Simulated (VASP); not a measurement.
# ZrB (Fm-3m) in VASP: further runs

Runs on ZrB. Level: PBE+D3(BJ). Tasks: single point, relaxation of cell and atoms.

Program: VASP 6.6.1. These are calculated values, not measurements. Logs are shortened: lines on timing, memory, paths and dates and some standing lists are left out, and cuts for length are marked.

### Step 1. The cell of the first run

It takes space group Fm-3m (No. 225, cubic). The conventional cell has a = 4.860 Å, b = 4.860 Å, c = 4.860 Å, α = 90.00°, β = 90.00°, γ = 90.00°. Within 3.2 Å of Zr (site symmetry m-3m) lie 6 B at 2.43 Å. B (site symmetry m-3m) has 6 Zr at 2.43 Å within 3.2 Å.

### Step 2. Single point, PBE+D3(BJ)

INCAR

```
PREC = Accurate
ENCUT = 520
EDIFF = 1E-7
ISMEAR = 0
SIGMA = 0.1
LREAL = F
LASPH = T
NELM = 100
ALGO = Normal
ISIF = 2
LWAVE = F
LCHARG = F
GGA = PE
IVDW = 12
NBANDS = 14
```

KPOINTS

```
Automatic mesh
0
Gamma
  20 20 20
```

POSCAR

```
ZrB
1.0
    0.0000000000      2.4301418688      2.4301418688
    2.4301418688      0.0000000000      2.4301418688
    2.4301418688      2.4301418688      0.0000000000
Zr B
1 1
Direct
    0.0000000000      0.0000000000      0.0000000000
    0.5000000000      0.5000000000      0.5000000000
```

Potentials or basis: VASP PAW PBE potentials, release 64 (Zr_sv, B).

Launch:

```
$ cat potpaw_PBE.64/Zr_sv/POTCAR potpaw_PBE.64/B/POTCAR > POTCAR
$ mpirun -np 1 vasp_std > vasp.out
```

OUTCAR:

```text
PREC = Accurate
   ENCUT = 520
   EDIFF = 1E-7
   ISMEAR = 0
   LREAL = F
   LASPH = T
   NELM = 100
   ISIF = 2
   GGA = PE
   IVDW = 12
 IVDW          = 12

 ion  position               nearest neighbor table
   1  0.000  0.000  0.000-   2 2.43   2 2.43   2 2.43   2 2.43   2 2.43   2 2.43
   2  0.500  0.500  0.500-   1 2.43   1 2.43   1 2.43   1 2.43   1 2.43   1 2.43

  LATTYP: Found a face centered cubic cell.
 ALAT       =     4.8602837376

  Lattice vectors:

 A1 = (   0.0000000000,   2.4301418688,   2.4301418688)
 A2 = (   2.4301418688,   0.0000000000,   2.4301418688)
 A3 = (   2.4301418688,   2.4301418688,   0.0000000000)

Analysis of symmetry for initial positions (statically):
=====================================================================
 Subroutine PRICEL returns:
 Original cell was already a primitive cell.

 Routine SETGRP: Setting up the symmetry group for a
 face centered cubic supercell.

 Subroutine GETGRP returns: Found 48 space group operations
 (whereof 48 operations were pure point group operations)
 out of a pool of 48 trial point group operations.

The static configuration has the point symmetry O_h .

Analysis of symmetry for dynamics (positions and initial velocities):
=====================================================================
 Subroutine PRICEL returns:
 Original cell was already a primitive cell.

 Routine SETGRP: Setting up the symmetry group for a
 face centered cubic supercell.

 Subroutine GETGRP returns: Found 48 space group operations
 (whereof 48 operations were pure point group operations)
 out of a pool of 48 trial point group operations.

The dynamic configuration has the point symmetry O_h .

 Subroutine INISYM returns: Found 48 space group operations
 (whereof 48 operations are pure point group operations),
 and found     1 'primitive' translations

----------------------------------------------------------------------------------------

                                     Primitive cell

  volume of cell :      28.7028

  direct lattice vectors                    reciprocal lattice vectors
     0.000000000  2.430141869  2.430141869    -0.205749305  0.205749305  0.205749305
     2.430141869  0.000000000  2.430141869     0.205749305 -0.205749305  0.205749305
     2.430141869  2.430141869  0.000000000     0.205749305  0.205749305 -0.205749305

  length of vectors
     3.436739589  3.436739589  3.436739589     0.356368249  0.356368249  0.356368249

  position of ions in fractional coordinates (direct lattice)
     0.000000000  0.000000000  0.000000000
     0.500000000  0.500000000  0.500000000

  ion indices of the primitive-cell ions
   primitive index   ion index
                 1           1
                 2           2

----------------------------------------------------------------------------------------

 KPOINTS: Automatic mesh

Automatic generation of k-mesh.
 Grid dimensions read from file:
 generate k-points for:   20   20   20

 Generating k-lattice:

  Cartesian coordinates                     Fractional coordinates (reciprocal lattice)
    -0.010287465  0.010287465  0.010287465     0.050000000  0.000000000  0.000000000
     0.010287465 -0.010287465  0.010287465     0.000000000  0.050000000  0.000000000
     0.010287465  0.010287465 -0.010287465     0.000000000  0.000000000  0.050000000

  Length of vectors
     0.017818412  0.017818412  0.017818412

  Shift w.r.t. Gamma in fractional coordinates (k-lattice)
     0.000000000  0.000000000  0.000000000

 Subroutine IBZKPT returns following result:
 ===========================================

 Found    256 irreducible k-points:

 Following reciprocal coordinates:
            Coordinates               Weight
  0.000000  0.000000  0.000000      1.000000
  0.050000  0.000000  0.000000      8.000000
  0.100000  0.000000  0.000000      8.000000
  0.150000  0.000000  0.000000      8.000000
  0.200000  0.000000  0.000000      8.000000
  0.250000  0.000000  0.000000      8.000000
[... 16 lines left out ...]
 -0.400000  0.050000  0.000000     24.000000
 -0.350000  0.050000  0.000000     24.000000
 [... further k-points ...]
   k-points           NKPTS =    256   k-points in BZ     NKDIM =    256   number of bands    NBANDS=     14
   number of dos      NEDOS =    301   number of ions     NIONS =      2
   total plane-waves  NPLWV =  21952
   dimension x,y,z NGX =    28 NGY =   28 NGZ =   28
   dimension x,y,z NGXF=    56 NGYF=   56 NGZF=   56
   ions per type =               1   1
   NGX,Y,Z   is equivalent  to a cutoff of  13.54, 13.54, 13.54 a.u.
   NGXF,Y,Z  is equivalent  to a cutoff of  27.09, 27.09, 27.09 a.u.
 SYSTEM =  unknown system
   PREC   = accura    normal or accurate (medium, high low for compatibility)
   ISTART =      0    job   : 0-new  1-cont  2-samecut
   ICHARG =      2    charge: 1-file 2-atom 10-const
   ISPIN  =      1    spin polarized calculation?
   LNONCOLLINEAR =      F non collinear calculations
   LSORBIT =      F    spin-orbit coupling
   LASPH  =      T    aspherical Exc in radial PAW
   ENCUT  =  520.0 eV  38.22 Ry    6.18 a.u.   6.39  6.39  6.39*2*pi/ulx,y,z
   NELM   =    100;   NELMIN=  2; NELMDL= -5     # of ELM steps
   EDIFF  = 0.1E-06   stopping-criterion for ELM
   LREAL  =      F    real-space projection
   EDIFFG = 0.1E-05   stopping-criterion for IOM
   NSW    =      0    number of steps for IOM
   IBRION =     -1    ionic relax: 0-MD 1-quasi-New 2-CG
   NFREE  =      0    steps in history (QN), initial steepest desc. (CG)
   ISIF   =      2    stress and relaxation
   ISYM   =      2    0-nonsym 1-usesym 2-fastsym
   POTIM  = 0.5000    time-step for ionic-motion
   TEBEG  =    0.0;   TEEND  =   0.0 temperature during run
   PSTRESS=    0.0 pullay stress
   NELECT =      15.0000    total number of electrons
   NUPDOWN=      -1.0000    fix difference up-down
   EMIN   =  10.00;   EMAX   =-10.00  energy-range for DOS
   EFERMI =   0.00;   METHOD = LEGACY
   ISMEAR =     0;   SIGMA  =   0.10  broadening in eV -4-tet -1-fermi 0-gaus
   EFERMI_NEDOS =   21; number of points for ismear=-14 and -15
   IALGO  =     38    algorithm
   IMIX   =      4    mixing-type and parameters
     AMIX     =   0.40;   BMIX     =  1.00
     AMIX_MAG =   1.60;   BMIX_MAG =  1.00
  volume/ion in A,a.u.               =      14.35        96.85
  Fermi-wavevector in a.u.,A,eV,Ry     =   1.318652  2.491891 23.658407  1.738844
  Thomas-Fermi vector in A             =   2.448607
   LORBIT       =      0    0 simple, 1 ext, 2 COOP (PROOUT), +10 PAW based schemes
   GGA     = PE    functional components
   LHFCALC =     F    Hartree Fock is set to
   AEXX    =    0.0000 exact exchange contribution
   IVDW    =    12    specifies the selected vdW correction
   LEPSILON=     F    determine dielectric tensor
   LRPA    =     F    only Hartree local field effects (RPA)
 non-spin polarized calculation
 Gauss-broadening in eV      SIGMA  =   0.10
  energy-cutoff  :      520.00
  volume of cell :       28.70
 maximum number of plane-waves:       785
 NGX is ok and might be reduce to    28
   NGX = 13   NGY = 13   NGZ = 13

 number of electron      15.0000000 magnetization

 Free energy of the ion-electron system (eV)
  ---------------------------------------------------
  ext. energy  EPLUGINS =         0.00000000
  ---------------------------------------------------
  free energy    TOTEN  =       -15.99524851 eV

  energy without entropy =      -15.98940447  energy(sigma->0) =      -15.99232649

 E-fermi :   7.7055     XC(G=0): -11.5982

 val. band max:        7.7050893026   @ k =   0.3500   0.1500   0.0500
 cond. band min:       7.7204709413   @ k =  -0.4000   0.4500   0.1500
 fundamental gap:      0.0153816387
 Fermi energy:         7.7055088190

 k-point     1 :       0.0000    0.0000    0.0000
  band No.  band energies     occupation
      1     -39.6598      2.00000
      2     -17.4761      2.00000
      3     -17.4761      2.00000
      4     -17.4761      2.00000
      5      -0.3934      2.00000
      6       9.4806      0.00000
      7       9.4806      0.00000
      8       9.4806      0.00000
      9      10.9339      0.00000
     10      10.9339      0.00000
     11      11.1923      0.00000
     12      11.1923      0.00000
     13      11.1923      0.00000
     14      18.4598      0.00000

 k-point     2 :       0.0500    0.0000    0.0000
  band No.  band energies     occupation
      1     -39.6582      2.00000
      2     -17.4915      2.00000
      3     -17.4777      2.00000
      4     -17.4777      2.00000
      5      -0.3355      2.00000
      6       9.2758      0.00000
      7       9.4600      0.00000
      8       9.4600      0.00000
      9      10.3494      0.00000
     10      10.3494      0.00000
     11      11.2923      0.00000
     12      11.9126      0.00000
     13      11.9126      0.00000
     14      18.6017      0.00000

 k-point     3 :       0.1000    0.0000    0.0000
  band No.  band energies     occupation
      1     -39.6536      2.00000
      2     -17.5360      2.00000
      3     -17.4821      2.00000
      4     -17.4821      2.00000
      5      -0.1646      2.00000
      6       8.7856      0.00000
      7       9.1974      0.00000
      8       9.1974      0.00000
      9      10.0471      0.00000
     10      10.0471      0.00000
     11      11.4903      0.00000
     12      12.8194      0.00000
     13      12.8194      0.00000
     14      19.0023      0.00000
[... 324 lines left out ...]
 k-point    23 :      -0.4000    0.0500    0.0000
  band No.  band energies     occupation
      1     -39.5979      2.00000
      2     -18.0288      2.00000
      3     -17.5492      2.00000
      4     -17.5319      2.00000
      5       2.7398      2.00000
      6       4.7137      2.00000
      7       6.6176      2.00000
      8       6.6969      2.00000
      9      12.1906      0.00000
     10      12.4364      0.00000
     11      13.4158      0.00000
     12      16.3880      0.00000
     13      18.1199      0.00000
     14      19.0595      0.00000

 k-point    24 :      -0.3500    0.0500    0.0000
  band No.  band energies     occupation
      1     -39.6043      2.00000
      2     -17.9737      2.00000
      3     -17.5452      2.00000
      4     -17.5234      2.00000
      5       2.1785      2.00000
      6       5.3130      2.00000
      7       6.7842      2.00000
      8       6.9079      2.00000
      9      11.7401      0.00000
     10      12.0993      0.00000
     11      12.9972      0.00000
     12      17.2099      0.00000
     13      17.4418      0.00000
     14      18.4401      0.00000

 [... further k-points ...]

------------------------ aborting loop because EDIFF is reached ----------------------------------------

 Edisp (eV)   -0.78489

 E8    (eV) :    -0.3662

  FORCE on cell =-STRESS in cart. coord.  units (eV):
  Direction    XX          YY          ZZ          XY          YZ          ZX
  --------------------------------------------------------------------------------------
  -------------------------------------------------------------------------------------
  Total       0.01961     0.01961     0.01961    -0.00000    -0.00000     0.00000
  in kB       1.09469     1.09469     1.09469    -0.00000    -0.00000     0.00000
  external pressure =        1.09 kB  Pullay stress =        0.00 kB

 VOLUME and BASIS-vectors are now :
 -----------------------------------------------------------------------------
  energy-cutoff  :      520.00
  volume of cell :       28.70
      direct lattice vectors                 reciprocal lattice vectors
     0.000000000  2.430141869  2.430141869    -0.205749305  0.205749305  0.205749305
     2.430141869  0.000000000  2.430141869     0.205749305 -0.205749305  0.205749305
     2.430141869  2.430141869  0.000000000     0.205749305  0.205749305 -0.205749305

 POSITION                                       TOTAL-FORCE (eV/Angst)
 -----------------------------------------------------------------------------------
      0.00000      0.00000      0.00000         0.000000      0.000000     -0.000000
      2.43014      2.43014      2.43014         0.000000      0.000000      0.000000
 -----------------------------------------------------------------------------------
    total drift:                               -0.000000      0.000000      0.000000

  FREE ENERGIE OF THE ION-ELECTRON SYSTEM (eV)
  ---------------------------------------------------
  free  energy   TOTEN  =       -16.7801342159 eV

  energy  without entropy=      -16.7742901816  energy(sigma->0) =      -16.77721220
```

Wall time 3.2 min (1 thread of Intel Xeon Platinum 8259CL at 2.50GHz (Skylake/Cascade Lake), shared host); peak memory 0.25 GiB.

What came out:

```
Free energy                : -16.7801 eV
Pressure                   : 0.1 GPa
Band gap on the k mesh     : zero (an odd number of electrons rules out a gap without spin polarisation)
Dispersion energy per atom : -0.392 eV
```

### Step 3. Relaxation of cell and atoms, PBE+D3(BJ)

This run uses another cell than the first one, of 14.73 Å³/atom.

INCAR

```
PREC = Accurate
ENCUT = 600
EDIFF = 1E-7
ISMEAR = 0
SIGMA = 0.1
LREAL = F
LASPH = T
NELM = 100
ALGO = Normal
ISIF = 3
LWAVE = F
LCHARG = F
GGA = PE
IVDW = 12
IBRION = 2
NSW = 70
EDIFFG = -0.02
```

KPOINTS is that of step 2.

POSCAR

```
ZrB
1.0
    0.0000000000      2.4515811075      2.4515811075
    2.4515811075      0.0000000000      2.4515811075
    2.4515811075      2.4515811075      0.0000000000
Zr B
1 1
Direct
    0.0000000000      0.0000000000      0.0000000000
    0.5000000000      0.5000000000      0.5000000000
```

Potentials or basis: VASP PAW PBE potentials, release 64 (Zr_sv, B).

Launch:

```
$ cat potpaw_PBE.64/Zr_sv/POTCAR potpaw_PBE.64/B/POTCAR > POTCAR
$ mpirun -np 1 vasp_std > vasp.out
```

It took 4.7 min on 1 thread of Intel Xeon Platinum 8259CL at 2.50GHz (Skylake/Cascade Lake), shared host; peak memory 0.27 GiB.

The run converged. Its results:

```
Free energy                           : -16.7812 eV
Relaxed volume                        : 14.36 Å³/atom
Relaxed cell                          : a = 3.438 Å, b = 3.438 Å, c = 3.438 Å, α = 60.00°, β = 60.00°, γ = 60.00°
Space group after relaxing (to 0.1 Å) : Fm-3m (No. 225)
Energy gained by relaxing             : 4.9 meV/atom
Ionic steps                           : 3
Pressure after relaxing               : 0.0 GPa
Band gap on the k mesh                : zero (an odd number of electrons rules out a gap without spin polarisation)
Dispersion energy per atom            : -0.392 eV
```

Step by step:
```tsv
step	energy change (eV)	largest force (eV/Å)	pressure (GPa)	volume (Å³)
1	0.0000	0.0000	-4.09	29.47
2	0.0034	0.0000	5.22	27.89
3	-0.0098	0.0000	-0.02	28.73
```

Final structure:
```
CELL_PARAMETERS angstrom
0.00000 2.43082 2.43082
2.43082 0.00000 2.43082
2.43082 2.43082 0.00000
ATOMIC_POSITIONS crystal
Zr 0.00000 0.00000 0.00000
B 0.50000 0.50000 0.50000
```

Levels at points of the mesh, in eV from the Fermi level:
```tsv
k point	band 4	band 5	band 6	band 7	band 8	band 9	band 10	band 11
(0.00, 0.00, 0.00)	-25.19	-8.10	1.77	1.77	1.77	3.23	3.23	3.48
(0.50, 0.00, 0.00)	-25.25	-4.11	-3.87	-1.20	-1.20	4.96	4.96	6.28
(0.50, 0.50, 0.00)	-25.39	-6.17	-0.82	-0.73	2.11	2.11	4.69	5.91
```
